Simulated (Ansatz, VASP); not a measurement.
## KNaHCl: VASP beside Ansatz

```xyz
4
Lattice="3.9829 0.0000 0.0000 0.0000 3.9829 0.0000 0.0000 0.0000 6.1194" Properties=species:S:1:pos:R:3 pbc="T T T"
K     0.0000    0.0000    0.0000
Na    1.9915    1.9915    3.0597
H     1.9915    1.9915    0.0000
Cl    0.0000    0.0000    3.0597
```

Change from the starting cell: species swapped into the PrSmSeS type (P4/mmm, No. 123).

Alike in both runs: functional PBE; k mesh 4 × 4 × 3; occupations gaussian, width 0.15 eV; no spin polarisation.

Ansatz relaxed the structure, and its values are those at the end. VASP's run is a single point on that final structure, the one shown.

|  | VASP | Ansatz |
| --- | --- | --- |
| version | VASP 6.6.1 | Ansatz 0.2.0 |
| potentials or method | VASP PAW PBE potentials, release 64 (K_sv, Na_pv, H, Cl), cutoff 500 eV | scalar-relativistic, plane waves, PAW |
| valence electrons in the cell | 24 | 26 |

```tsv
	VASP	Ansatz	Ansatz less VASP
gap on the k mesh at the Fermi level (eV)	3.01	3.01	-0.001
least direct gap on the mesh (eV)	3.86	3.86	-0.002
pressure (GPa)	0.0	0.0	+0.03
```

The functional is the same, so the differences come from potentials, cutoffs and numerics. VASP's potentials hold 24 valence electrons a cell and Ansatz's 26, so a difference there can come from the potentials and not from the codes.
